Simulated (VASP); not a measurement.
# YPt2 (Fd-3m) in VASP: a series of runs

YPt2 is run at these levels: LDA; tasks: single point, relaxation of cell and atoms.

All numbers are computed with VASP 6.6.1; they aren't measurements. Logs are shortened: lines on timing, memory, paths and dates and some standing lists are left out, and cuts for length are marked.

**1. The cell of the first run**

It takes space group Fd-3m (No. 227, cubic). Conventional cell: a = 7.540 Å, b = 7.540 Å, c = 7.540 Å, α = 90.00°, β = 90.00°, γ = 90.00°. Within 4.1 Å of Y (site symmetry -43m) lie 12 Pt at 3.13 Å and 4 Y at 3.27 Å. Pt (site symmetry -3m) has 6 Pt at 2.67 Å and 6 Y at 3.13 Å within 3.5 Å.

**2. Single point, LDA**

File INCAR:

```
ALGO = Normal ; EDIFF = 1E-6
ENCUT = 520 ; ISIF = 2
ISMEAR = 0 ; LASPH = True
LCHARG = False ; LREAL = False
LWAVE = False ; NBANDS = 40
NELM = 80 ; PREC = Accurate
SIGMA = 0.05
```

File KPOINTS:

```
k-points
0
Gamma
  6 6 6
```

File POSCAR:

```
YPt2
1.0
    0.0000000000      3.7701952739      3.7701952739
    3.7701952739      0.0000000000      3.7701952739
    3.7701952739      3.7701952739      0.0000000000
Y Pt
2 4
Direct
    0.0000000000      0.0000000000      0.0000000000
    0.2500000000      0.2500000000      0.2500000000
    0.6250000000      0.6250000000      0.6250000000
    0.1250000000      0.6250000000      0.6250000000
    0.6250000000      0.6250000000      0.1250000000
    0.6250000000      0.1250000000      0.6250000000
```

Potentials or basis: VASP PAW LDA potentials, release 64 (Y_sv, Pt).

Started as:

```
$ cat potpaw_LDA.64/Y_sv/POTCAR potpaw_LDA.64/Pt/POTCAR > POTCAR
$ mpirun -np 1 vasp_std > vasp.out
```

OUTCAR:

```text
EDIFF = 1E-6
   ENCUT = 520
   ISIF = 2
   ISMEAR = 0
   LASPH = True
   LREAL = False
   NELM = 80
   PREC = Accurate

 ion  position               nearest neighbor table
   1  0.000  0.000  0.000-   3 3.13   5 3.13   6 3.13   3 3.13   4 3.13   5 3.13   3 3.13   4 3.13
                             6 3.13   4 3.13   5 3.13   6 3.13   2 3.27   2 3.27   2 3.27   2 3.27
   2  0.250  0.250  0.250-   4 3.13   5 3.13   6 3.13   3 3.13   4 3.13   6 3.13   3 3.13   4 3.13
                             5 3.13   3 3.13   5 3.13   6 3.13   1 3.27   1 3.27   1 3.27   1 3.27
   3  0.625  0.625  0.625-   4 2.67   5 2.67   6 2.67   5 2.67   6 2.67   4 2.67   1 3.13   2 3.13
                             1 3.13   2 3.13   1 3.13   2 3.13
   4  0.125  0.625  0.625-   3 2.67   5 2.67   6 2.67   3 2.67   5 2.67   6 2.67   2 3.13   1 3.13
                             1 3.13   2 3.13   2 3.13   1 3.13
   5  0.625  0.625  0.125-   3 2.67   3 2.67   4 2.67   6 2.67   6 2.67   4 2.67   1 3.13   2 3.13
                             1 3.13   2 3.13   1 3.13   2 3.13
   6  0.625  0.125  0.625-   3 2.67   5 2.67   3 2.67   4 2.67   5 2.67   4 2.67   2 3.13   1 3.13
                             2 3.13   2 3.13   1 3.13   1 3.13

  LATTYP: Found a face centered cubic cell.
 ALAT       =     7.5403905478

  Lattice vectors:

 A1 = (   0.0000000000,   3.7701952739,   3.7701952739)
 A2 = (   3.7701952739,   0.0000000000,   3.7701952739)
 A3 = (   3.7701952739,   3.7701952739,   0.0000000000)

Analysis of symmetry for initial positions (statically):
=====================================================================
 Subroutine PRICEL returns:
 Original cell was already a primitive cell.

 Routine SETGRP: Setting up the symmetry group for a
 face centered cubic supercell.

 Subroutine GETGRP returns: Found 48 space group operations
 (whereof 24 operations were pure point group operations)
 out of a pool of 48 trial point group operations.

The static configuration has the point symmetry T_d .
 The point group associated with its full space group is O_h .

Analysis of symmetry for dynamics (positions and initial velocities):
=====================================================================
 Subroutine PRICEL returns:
 Original cell was already a primitive cell.

 Routine SETGRP: Setting up the symmetry group for a
 face centered cubic supercell.

 Subroutine GETGRP returns: Found 48 space group operations
 (whereof 24 operations were pure point group operations)
 out of a pool of 48 trial point group operations.

The dynamic configuration has the point symmetry T_d .
 The point group associated with its full space group is O_h .

 Subroutine INISYM returns: Found 48 space group operations
 (whereof 24 operations are pure point group operations),
 and found     1 'primitive' translations

----------------------------------------------------------------------------------------

                                     Primitive cell

  volume of cell :     107.1819

  direct lattice vectors                    reciprocal lattice vectors
     0.000000000  3.770195274  3.770195274    -0.132619125  0.132619125  0.132619125
     3.770195274  0.000000000  3.770195274     0.132619125 -0.132619125  0.132619125
     3.770195274  3.770195274  0.000000000     0.132619125  0.132619125 -0.132619125

  length of vectors
     5.331861289  5.331861289  5.331861289     0.229703063  0.229703063  0.229703063

  position of ions in fractional coordinates (direct lattice)
     0.000000000  0.000000000  0.000000000
     0.250000000  0.250000000  0.250000000
     0.625000000  0.625000000  0.625000000
     0.125000000  0.625000000  0.625000000
     0.625000000  0.625000000  0.125000000
     0.625000000  0.125000000  0.625000000

  ion indices of the primitive-cell ions
   primitive index   ion index
                 1           1
                 2           2
                 3           3
                 4           4
                 5           5
                 6           6

----------------------------------------------------------------------------------------

 KPOINTS: k-points

Automatic generation of k-mesh.
 Grid dimensions read from file:
 generate k-points for:    6    6    6

 Generating k-lattice:

  Cartesian coordinates                     Fractional coordinates (reciprocal lattice)
    -0.022103188  0.022103188  0.022103188     0.166666667  0.000000000  0.000000000
     0.022103188 -0.022103188  0.022103188     0.000000000  0.166666667  0.000000000
     0.022103188  0.022103188 -0.022103188     0.000000000  0.000000000  0.166666667

  Length of vectors
     0.038283844  0.038283844  0.038283844

  Shift w.r.t. Gamma in fractional coordinates (k-lattice)
     0.000000000  0.000000000  0.000000000

 Subroutine IBZKPT returns following result:
 ===========================================

 Found     16 irreducible k-points:

 Following reciprocal coordinates:
            Coordinates               Weight
  0.000000  0.000000  0.000000      1.000000
  0.166667  0.000000  0.000000      8.000000
  0.333333  0.000000  0.000000      8.000000
  0.500000  0.000000  0.000000      4.000000
  0.166667  0.166667  0.000000      6.000000
  0.333333  0.166667  0.000000     24.000000
[... 8 lines left out ...]
 -0.333333  0.333333  0.166667     24.000000
 -0.333333  0.500000  0.166667     12.000000
   k-points           NKPTS =     16   k-points in BZ     NKDIM =     16   number of bands    NBANDS=     40
   number of dos      NEDOS =    301   number of ions     NIONS =      6
   total plane-waves  NPLWV =  64000
   dimension x,y,z NGX =    40 NGY =   40 NGZ =   40
   dimension x,y,z NGXF=    80 NGYF=   80 NGZF=   80
   ions per type =               2   4
   NGX,Y,Z   is equivalent  to a cutoff of  12.47, 12.47, 12.47 a.u.
   NGXF,Y,Z  is equivalent  to a cutoff of  24.94, 24.94, 24.94 a.u.
 SYSTEM =  unknown system
   PREC   = accura    normal or accurate (medium, high low for compatibility)
   ISTART =      0    job   : 0-new  1-cont  2-samecut
   ICHARG =      2    charge: 1-file 2-atom 10-const
   ISPIN  =      1    spin polarized calculation?
   LNONCOLLINEAR =      F non collinear calculations
   LSORBIT =      F    spin-orbit coupling
   LASPH  =      T    aspherical Exc in radial PAW
   ENCUT  =  520.0 eV  38.22 Ry    6.18 a.u.   9.91  9.91  9.91*2*pi/ulx,y,z
   NELM   =     80;   NELMIN=  2; NELMDL= -5     # of ELM steps
   EDIFF  = 0.1E-05   stopping-criterion for ELM
   LREAL  =      F    real-space projection
   EDIFFG = 0.1E-04   stopping-criterion for IOM
   NSW    =      0    number of steps for IOM
   IBRION =     -1    ionic relax: 0-MD 1-quasi-New 2-CG
   NFREE  =      0    steps in history (QN), initial steepest desc. (CG)
   ISIF   =      2    stress and relaxation
   ISYM   =      2    0-nonsym 1-usesym 2-fastsym
   POTIM  = 0.5000    time-step for ionic-motion
   TEBEG  =    0.0;   TEEND  =   0.0 temperature during run
   PSTRESS=    0.0 pullay stress
   NELECT =      62.0000    total number of electrons
   NUPDOWN=      -1.0000    fix difference up-down
   EMIN   =  10.00;   EMAX   =-10.00  energy-range for DOS
   EFERMI =   0.00;   METHOD = LEGACY
   ISMEAR =     0;   SIGMA  =   0.05  broadening in eV -4-tet -1-fermi 0-gaus
   EFERMI_NEDOS =   21; number of points for ismear=-14 and -15
   IALGO  =     38    algorithm
   IMIX   =      4    mixing-type and parameters
     AMIX     =   0.40;   BMIX     =  1.00
     AMIX_MAG =   1.60;   BMIX_MAG =  1.00
  volume/ion in A,a.u.               =      17.86       120.55
  Fermi-wavevector in a.u.,A,eV,Ry     =   1.364054  2.577688 25.315588  1.860643
  Thomas-Fermi vector in A             =   2.490403
   LORBIT       =      0    0 simple, 1 ext, 2 COOP (PROOUT), +10 PAW based schemes
   GGA     = CA    functional components
   LHFCALC =     F    Hartree Fock is set to
   AEXX    =    0.0000 exact exchange contribution
   IVDW    =     0    specifies the selected vdW correction
   LEPSILON=     F    determine dielectric tensor
   LRPA    =     F    only Hartree local field effects (RPA)
 non-spin polarized calculation
 Gauss-broadening in eV      SIGMA  =   0.05
  energy-cutoff  :      520.00
  volume of cell :      107.18
 maximum number of plane-waves:      2902
   NGX = 19   NGY = 19   NGZ = 19

 number of electron      62.0000007 magnetization

 Free energy of the ion-electron system (eV)
  ---------------------------------------------------
  ext. energy  EPLUGINS =         0.00000000
  ---------------------------------------------------
  free energy    TOTEN  =       -50.69357404 eV

  energy without entropy =      -50.69114547  energy(sigma->0) =      -50.69235975

 E-fermi :   8.5769     XC(G=0): -12.5307

 val. band max:        8.5468757912   @ k =  -0.3333   0.5000   0.1667
 cond. band min:       8.6853301348   @ k =   0.3333   0.0000   0.0000
 fundamental gap:      0.1384543435
 Fermi energy:         8.5769113046

 k-point     1 :       0.0000    0.0000    0.0000
  band No.  band energies     occupation
      1     -33.8894      2.00000
      2     -33.7495      2.00000
      3     -14.1995      2.00000
      4     -14.1995      2.00000
      5     -14.1995      2.00000
      6     -13.8202      2.00000
[... 32 lines left out ...]
     39      13.7111      0.00000
     40      13.7111      0.00000

 k-point     2 :       0.1667    0.0000    0.0000
  band No.  band energies     occupation
      1     -33.8822      2.00000
      2     -33.7565      2.00000
      3     -14.2079      2.00000
      4     -14.2079      2.00000
      5     -14.1948      2.00000
      6     -13.8309      2.00000
[... 32 lines left out ...]
     39      13.5075      0.00000
     40      13.5075      0.00000

 k-point     3 :       0.3333    0.0000    0.0000
  band No.  band energies     occupation
      1     -33.8651      2.00000
      2     -33.7734      2.00000
      3     -14.2234      2.00000
      4     -14.2234      2.00000
      5     -14.2020      2.00000
      6     -13.8338      2.00000
[... 509 lines left out ...]
  band No.  band energies     occupation
      1     -33.8363      2.00000
      2     -33.8020      2.00000
      3     -14.2937      2.00000
      4     -14.2613      2.00000
      5     -14.0818      2.00000
      6     -13.9425      2.00000
[... 32 lines left out ...]
     39      12.4564      0.00000
     40      13.0728      0.00000

 k-point    16 :      -0.3333    0.5000    0.1667
  band No.  band energies     occupation
      1     -33.8191      2.00000
      2     -33.8191      2.00000
      3     -14.2835      2.00000
      4     -14.2835      2.00000
      5     -14.0135      2.00000
      6     -14.0135      2.00000
[... 32 lines left out ...]
     39      12.7033      0.00000
     40      12.7033      0.00000

------------------------ aborting loop because EDIFF is reached ----------------------------------------

  FORCE on cell =-STRESS in cart. coord.  units (eV):
  Direction    XX          YY          ZZ          XY          YZ          ZX
  --------------------------------------------------------------------------------------
  -------------------------------------------------------------------------------------
  Total        0.2525959      0.2525959      0.2525959      0.0000000     -0.0000000     -0.0000000
  in kB        3.7758553      3.7758553      3.7758553      0.0000000     -0.0000000     -0.0000000
  external PRESSURE =       3.7758553 kB  Pullay stress =       0.0000000 kB

 VOLUME and BASIS-vectors are now :
 -----------------------------------------------------------------------------
  energy-cutoff  :      520.00
  volume of cell :      107.18
      direct lattice vectors                 reciprocal lattice vectors
     0.000000000  3.770195274  3.770195274    -0.132619125  0.132619125  0.132619125
     3.770195274  0.000000000  3.770195274     0.132619125 -0.132619125  0.132619125
     3.770195274  3.770195274  0.000000000     0.132619125  0.132619125 -0.132619125

 POSITION                                       TOTAL-FORCE (eV/Angst)
 -----------------------------------------------------------------------------------
      0.00000      0.00000      0.00000         0.000000      0.000000      0.000000
      1.88510      1.88510      1.88510        -0.000000      0.000000     -0.000000
      4.71274      4.71274      4.71274        -0.000000     -0.000000     -0.000000
      4.71274      2.82765      2.82765        -0.000000     -0.000000     -0.000000
      2.82765      2.82765      4.71274        -0.000000     -0.000000     -0.000000
      2.82765      4.71274      2.82765        -0.000000     -0.000000     -0.000000
 -----------------------------------------------------------------------------------
    total drift:                                0.000000      0.000000      0.000000

  FREE ENERGIE OF THE ION-ELECTRON SYSTEM (eV)
  ---------------------------------------------------
  free  energy   TOTEN  =       -50.6935740352 eV

  energy  without entropy=      -50.6911454681  energy(sigma->0) =      -50.69235975
```

Run time: 79 s. Hardware: 1 thread of AMD EPYC 7R13 (Zen 3), shared host; peak memory 0.2 GiB.

What came out:

```yaml
Free_energy: -50.6936 eV
Pressure: 0.4 GPa
Band_gap_on_the_k_mesh: zero (band 31 reaches 9.17 eV, above the bottom of band 32 at 8.38 eV)
```

Levels at points of the mesh, in eV from the Fermi level:
| k point | band 28 | band 29 | band 30 | band 31 | band 32 | band 33 | band 34 | band 35 |
| --- | --- | --- | --- | --- | --- | --- | --- | --- |
| (0.00, 0.00, 0.00) | -1.09 | -0.36 | -0.36 | -0.36 | 0.66 | 0.71 | 0.71 | 0.71 |
| (0.50, 0.00, 0.00) | -1.51 | -1.51 | 0.56 | 0.59 | 0.59 | 0.71 | 1.17 | 1.17 |
| (0.50, 0.50, 0.00) | -1.77 | -1.69 | -1.69 | -0.12 | -0.12 | 1.81 | 1.81 | 2.48 |

Caveat: spin-orbit coupling is left out, which moves the levels of the heavy elements.

(Continued in part 2 of 2.)
